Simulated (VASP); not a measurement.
# AlNi (Pm-3m) in VASP: settings compared

The runs below take AlNi through single point, with PBEsol, LDA.

Everything below comes from runs of VASP 6.6.1. Logs are shortened: lines on timing, memory, paths and dates and some standing lists are left out, and cuts for length are marked.

**1. The cell of the first run**

Symmetry: Pm-3m, No. 221, cubic system. The conventional cell has a = 2.881 Å, b = 2.881 Å, c = 2.881 Å, α = 90.00°, β = 90.00°, γ = 90.00°. Within 3.3 Å of Ni (site symmetry m-3m) lie 8 Al at 2.50 Å and 6 Ni at 2.88 Å. Within 3.3 Å of Al (site symmetry m-3m) lie 8 Ni at 2.50 Å and 6 Al at 2.88 Å.

**2. Single point, PBEsol**

Input file INCAR:

```
  PREC = Accurate
  ENCUT = 520
  EDIFF = 1E-6
  ISMEAR = -1
  SIGMA = 0.05
  LREAL = False
  LASPH = True
  NELM = 60
  ALGO = Normal
  ISIF = 2
  LWAVE = False
  LCHARG = False
  GGA = PS
  NBANDS = 14
```

Input file KPOINTS:

```
regular mesh
0
Gamma
  9 9 9
```

Input file POSCAR:

```
AlNi
1.0
    2.8810000000      0.0000000000      0.0000000000
    0.0000000000      2.8810000000      0.0000000000
    0.0000000000      0.0000000000      2.8810000000
Ni Al
1 1
Direct
    0.5000000000      0.5000000000      0.5000000000
    0.0000000000      0.0000000000      0.0000000000
```

Potentials or basis: VASP PAW PBE potentials, release 64 (Ni, Al).

The run is started by

```sh
$ cat potpaw_PBE.64/Ni/POTCAR potpaw_PBE.64/Al/POTCAR > POTCAR
$ mpirun -np 1 vasp_std > vasp.out
```

OUTCAR:

```text
PREC = Accurate
   ENCUT = 520
   EDIFF = 1E-6
   ISMEAR = -1
   LREAL = False
   LASPH = True
   NELM = 60
   ISIF = 2
   GGA = PS

 ion  position               nearest neighbor table
   1  0.500  0.500  0.500-   2 2.50   2 2.50   2 2.50   2 2.50   2 2.50   2 2.50   2 2.50   2 2.50

   2  0.000  0.000  0.000-   1 2.50   1 2.50   1 2.50   1 2.50   1 2.50   1 2.50   1 2.50   1 2.50

  LATTYP: Found a simple cubic cell.
 ALAT       =     2.8810000000

  Lattice vectors:

 A1 = (   2.8810000000,   0.0000000000,   0.0000000000)
 A2 = (   0.0000000000,   2.8810000000,   0.0000000000)
 A3 = (   0.0000000000,   0.0000000000,   2.8810000000)

Analysis of symmetry for initial positions (statically):
=====================================================================
 Subroutine PRICEL returns:
 Original cell was already a primitive cell.

 Routine SETGRP: Setting up the symmetry group for a
 simple cubic supercell.

 Subroutine GETGRP returns: Found 48 space group operations
 (whereof 48 operations were pure point group operations)
 out of a pool of 48 trial point group operations.

The static configuration has the point symmetry O_h .

Analysis of symmetry for dynamics (positions and initial velocities):
=====================================================================
 Subroutine PRICEL returns:
 Original cell was already a primitive cell.

 Routine SETGRP: Setting up the symmetry group for a
 simple cubic supercell.

 Subroutine GETGRP returns: Found 48 space group operations
 (whereof 48 operations were pure point group operations)
 out of a pool of 48 trial point group operations.

The dynamic configuration has the point symmetry O_h .

 Subroutine INISYM returns: Found 48 space group operations
 (whereof 48 operations are pure point group operations),
 and found     1 'primitive' translations

----------------------------------------------------------------------------------------

                                     Primitive cell

  volume of cell :      23.9128

  direct lattice vectors                    reciprocal lattice vectors
     2.881000000  0.000000000  0.000000000     0.347101701  0.000000000  0.000000000
     0.000000000  2.881000000  0.000000000     0.000000000  0.347101701  0.000000000
     0.000000000  0.000000000  2.881000000     0.000000000  0.000000000  0.347101701

  length of vectors
[... 91 lines left out ...]
   TEBEG  =    0.0;   TEEND  =   0.0 temperature during run
   PSTRESS=    0.0 pullay stress
   NELECT =      13.0000    total number of electrons
   NUPDOWN=      -1.0000    fix difference up-down
   EMIN   =  10.00;   EMAX   =-10.00  energy-range for DOS
   EFERMI =   0.00;   METHOD = LEGACY
   ISMEAR =    -1;   SIGMA  =   0.05  broadening in eV -4-tet -1-fermi 0-gaus
   EFERMI_NEDOS =   21; number of points for ismear=-14 and -15
   IALGO  =     38    algorithm
   IMIX   =      4    mixing-type and parameters
     AMIX     =   0.40;   BMIX     =  1.00
     AMIX_MAG =   1.60;   BMIX_MAG =  1.00
  volume/ion in A,a.u.               =      11.96        80.69
  Fermi-wavevector in a.u.,A,eV,Ry     =   1.336122  2.524904 24.289410  1.785221
  Thomas-Fermi vector in A             =   2.464773
   LORBIT       =      0    0 simple, 1 ext, 2 COOP (PROOUT), +10 PAW based schemes
   GGA     = PS    functional components
   LHFCALC =     F    Hartree Fock is set to
   AEXX    =    0.0000 exact exchange contribution
   IVDW    =     0    specifies the selected vdW correction
   LEPSILON=     F    determine dielectric tensor
   LRPA    =     F    only Hartree local field effects (RPA)
 non-spin polarized calculation
  energy-cutoff  :      520.00
  volume of cell :       23.91
 maximum number of plane-waves:       656
 NGX is ok and might be reduce to    24
   NGX = 11   NGY = 11   NGZ = 11

 number of electron      13.0000015 magnetization

 Free energy of the ion-electron system (eV)
  ---------------------------------------------------
  ext. energy  EPLUGINS =         0.00000000
  ---------------------------------------------------
  free energy    TOTEN  =       -11.58127788 eV

  energy without entropy =      -11.57470404  energy(sigma->0) =      -11.57799096

 E-fermi :   9.8980     XC(G=0): -12.1668

 val. band max:        9.8376355873   @ k =   0.3333   0.3333   0.0000
 cond. band min:       9.9453491330   @ k =   0.3333   0.1111   0.1111
 fundamental gap:      0.1077135458
 Fermi energy:         9.8980268008

 k-point     1 :       0.0000    0.0000    0.0000
  band No.  band energies     occupation
      1      -1.2337      2.00000
      2       6.6488      2.00000
      3       6.6488      2.00000
      4       8.3421      2.00000
      5       8.3421      2.00000
      6       8.3421      2.00000
      7      15.3935      0.00000
      8      15.3935      0.00000
      9      15.3935      0.00000
     10      18.0396      0.00000
     11      18.0396      0.00000
     12      23.6231      0.00000
     13      30.7964      0.00000
     14      30.7964      0.00000
[... 377 lines left out ...]
      1       3.8722      2.00000
      2       5.4551      2.00000
      3       6.8858      2.00000
      4       7.3996      2.00000
      5       7.9648      2.00000
      6       8.1142      2.00000
      7       9.3297      1.99998
      8      12.7271      0.00000
      9      14.2022      0.00000
     10      18.9139      0.00000
     11      20.9088      0.00000
     12      23.6082      0.00000
     13      25.6371      0.00000
     14      27.5237      0.00000

 [... further k-points ...]

------------------------ aborting loop because EDIFF is reached ----------------------------------------

  FORCE on cell =-STRESS in cart. coord.  units (eV):
  Direction    XX          YY          ZZ          XY          YZ          ZX
  --------------------------------------------------------------------------------------
  -------------------------------------------------------------------------------------
  Total       -0.4830186     -0.4830186     -0.4830186     -0.0000000      0.0000000     -0.0000000
  in kB      -32.3626930    -32.3626930    -32.3626930     -0.0000000      0.0000000     -0.0000000
  external PRESSURE =     -32.3626930 kB  Pullay stress =       0.0000000 kB

 VOLUME and BASIS-vectors are now :
 -----------------------------------------------------------------------------
  energy-cutoff  :      520.00
  volume of cell :       23.91
      direct lattice vectors                 reciprocal lattice vectors
     2.881000000  0.000000000  0.000000000     0.347101701  0.000000000  0.000000000
     0.000000000  2.881000000  0.000000000     0.000000000  0.347101701  0.000000000
     0.000000000  0.000000000  2.881000000     0.000000000  0.000000000  0.347101701

 POSITION                                       TOTAL-FORCE (eV/Angst)
 -----------------------------------------------------------------------------------
      1.44050      1.44050      1.44050         0.000000      0.000000      0.000000
      0.00000      0.00000      0.00000         0.000000      0.000000      0.000000
 -----------------------------------------------------------------------------------
    total drift:                                0.000000      0.000000     -0.000000

  FREE ENERGIE OF THE ION-ELECTRON SYSTEM (eV)
  ---------------------------------------------------
  free  energy   TOTEN  =       -11.5812778807 eV

  energy  without entropy=      -11.5747040443  energy(sigma->0) =      -11.57799096
```

Run time: 8.5 s. Hardware: 1 thread of Intel Xeon Platinum 8488C (Sapphire Rapids), shared host; peak memory 0.14 GiB.

Results:

```
Free energy            : -11.5813 eV
Pressure               : -3.2 GPa
Band gap on the k mesh : zero (an odd number of electrons rules out a gap without spin polarisation)
```

Levels at points of the mesh, in eV from the Fermi level:
```
           k point  band 2  band 3  band 4  band 5  band 6  band 7  band 8  band 9  band 10  band 11
(0.00, 0.00, 0.00)   -3.25   -3.25   -1.56   -1.56   -1.56    5.50    5.50    5.50     8.14     8.14
```

Caveat: the cell stands under tension; the PAW data sets were made with another functional, which shifts forces and pressure a little.

**3. Single point, PBEsol, collinear spin, zero start**

Input file INCAR:

```
SYSTEM = AlNi
  ALGO = Normal
  EDIFF = 1E-6
  ENCUT = 520
  GGA = PS
  ISIF = 2
  ISMEAR = -1
  ISPIN = 2
  LASPH = .TRUE.
  LCHARG = .FALSE.
  LMAXMIX = 4
  LORBIT = 11
  LREAL = .FALSE.
  LWAVE = .FALSE.
  MAGMOM = 0 0
  NBANDS = 18
  NELM = 150
  NUPDOWN = 0.0
  PREC = Accurate
  SIGMA = 0.05
```

Input file KPOINTS:

```
k-points
0
G
  8 8 8
  0 0 0
```

POSCAR is that of step 2.

Potentials or basis: VASP PAW PBE potentials, release 64 (Ni, Al).

The run is started by

```sh
$ cat potpaw_PBE.64/Ni/POTCAR potpaw_PBE.64/Al/POTCAR > POTCAR
$ mpirun -np 1 vasp_std > vasp.out
```

Run time: 18 s. Hardware: 1 thread of Intel Xeon Platinum 8488C (Sapphire Rapids), shared host; peak memory 0.16 GiB.

Results (log left out):

| Quantity | Value |
| --- | --- |
| Free energy | -11.5813 eV |
| Pressure | -3.0 GPa |
| Net moment | 0.00 μB per cell |
| Valence electrons inside the program's atomic spheres | Ni 9.48; Al 0.80 |

Caveat: the cell stands under tension; the PAW data sets were made with another functional, which shifts forces and pressure a little; the total moment is fixed, so each spin has its own Fermi level.

**4. Single point, LDA, collinear spin, ferromagnetic start (11.48 Å³/atom)**

This run uses another cell than the first one, of 11.48 Å³/atom.

Input file INCAR:

```
PREC = Accurate ; ENCUT = 520
EDIFF = 1E-6 ; ISMEAR = -1
SIGMA = 0.05 ; LREAL = False
LASPH = True ; NELM = 150
ALGO = Fast ; ISIF = 2
LWAVE = False ; LCHARG = False
ISPIN = 2 ; MAGMOM = 1 0
LORBIT = 11 ; LMAXMIX = 4
NBANDS = 18
```

Input file KPOINTS:

```
regular mesh
0
Gamma
  9 9 9
```

Input file POSCAR:

```
AlNi
1.0
    2.8420627945      0.0000000000      0.0000000000
    0.0000000000      2.8420627945      0.0000000000
    0.0000000000      0.0000000000      2.8420627945
Ni Al
1 1
Direct
    0.5000000000      0.5000000000      0.5000000000
    0.0000000000      0.0000000000      0.0000000000
```

Potentials or basis: VASP PAW LDA potentials, release 64 (Ni, Al).

The run is started by

```sh
$ cat potpaw_LDA.64/Ni/POTCAR potpaw_LDA.64/Al/POTCAR > POTCAR
$ mpirun -np 1 vasp_std > vasp.out
```

It took 20 s on 1 thread of Intel Xeon Platinum 8488C (Sapphire Rapids), shared host; peak memory 0.14 GiB.

It converged, with:

* Free energy: -12.1947 eV
* Pressure: -1.7 GPa
* Net moment: 0.00 μB per cell
* Valence electrons inside the program's atomic spheres: Ni 9.56; Al 0.83

Levels at points of the mesh, in eV from the Fermi level:
Spin up:
```
           k point  band 2  band 3  band 4  band 5  band 6  band 7  band 8  band 9  band 10  band 11
(0.00, 0.00, 0.00)   -3.47   -3.47   -1.67   -1.67   -1.67    5.63    5.63    5.63     8.34     8.34
```
Spin down:
| k point | band 2 | band 3 | band 4 | band 5 | band 6 | band 7 | band 8 | band 9 | band 10 | band 11 |
| --- | --- | --- | --- | --- | --- | --- | --- | --- | --- | --- |
| (0.00, 0.00, 0.00) | -3.47 | -3.47 | -1.67 | -1.67 | -1.67 | 5.63 | 5.63 | 5.63 | 8.34 | 8.34 |

**5. Overview**

| level | potentials or basis | spin | fixed moment (μB) | cell | k mesh | gap on the mesh (eV) | pressure (GPa) | moment (μB) |
| --- | --- | --- | --- | --- | --- | --- | --- | --- |
| PBEsol | VASP PAW PBE potentials, release 64 (Ni, Al) | off | - | a = 2.881 Å, 2 atoms | 9 × 9 × 9 | none | -3.2 | - |
| PBEsol | VASP PAW PBE potentials, release 64 (Ni, Al) | collinear, zero start | 0.0 | a = 2.881 Å, 2 atoms | 8 × 8 × 8 | - | -3.0 | 0.00 |
| LDA | VASP PAW LDA potentials, release 64 (Ni, Al) | collinear, ferromagnetic start | - | a = 2.842 Å, 2 atoms | 9 × 9 × 9 | none | -1.7 | 0.00 |

Alike in all rows: task single point; cutoff (eV) 520; smearing fermi-dirac 0.05 eV.

Caveats: the cell stands under tension (at least some runs); the PAW data sets were made with another functional, which shifts forces and pressure a little (at least some runs); the total moment is fixed, so each spin has its own Fermi level (at least some runs).

Total energies depend on the potentials used, so only differences within one code and one set of settings carry meaning.
